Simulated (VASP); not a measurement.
Input of a VASP 6.6.1 run:

Contents of POSCAR:

```
Ru
1.0
    2.5042048871      0.0000000000      0.0000000000
   -1.2521024435      2.1687050485      0.0000000000
    0.0000000000      0.0000000000      3.9755379805
Ru
2
Direct
    0.3333333333      0.6666666667      0.2500000000
    0.6666666667      0.3333333333      0.7500000000
```

Contents of INCAR.step1:

```
SYSTEM = Ru
  PREC = Accurate
  ENCUT = 620
  ISMEAR = -1
  SIGMA = 0.08
  LREAL = .False.
  LASPH = .True.
  NELM = 120
  NBANDS = 23
  GGA = PE
  ALGO = Normal
  EDIFF = 1E-5
  LWAVE = .True.
  LCHARG = .False.
  GGA_COMPAT = .False.
```

The input INCAR.step2:

```
SYSTEM = Ru
  PREC = Accurate
  ENCUT = 620
  EDIFF = 1E-6
  ISMEAR = -1
  SIGMA = 0.08
  LREAL = .False.
  LASPH = .True.
  NELM = 120
  ALGO = Normal
  ISIF = 2
  LWAVE = .False.
  LCHARG = .False.
  METAGGA = R2SCAN
  LMIXTAU = .True.
  NBANDS = 23
  ISTART = 1
  GGA_COMPAT = .False.
```

Contents of KPOINTS:

```
Automatic mesh
0
Gamma
  16 16 9
  0 0 0
```

Potentials or basis: VASP PAW PBE potentials, release 64 (Ru_sv).

Launch:

```bash
$ cat potpaw_PBE.64/Ru_sv/POTCAR > POTCAR
$ cp INCAR.step1 INCAR
$ mpirun -np 1 vasp_std > vasp.out
$ cp INCAR.step2 INCAR
$ mpirun -np 1 vasp_std > vasp.out
```

Q: Predict the pressure.

A: 128.0 GPa.

Q: Predict the band gap on the k mesh.

A: Zero (bands 16 and 17 overlap by 4.75 eV).

Caveat: the cell stands under pressure; the PAW data sets were made with another functional, which shifts forces and pressure a little.
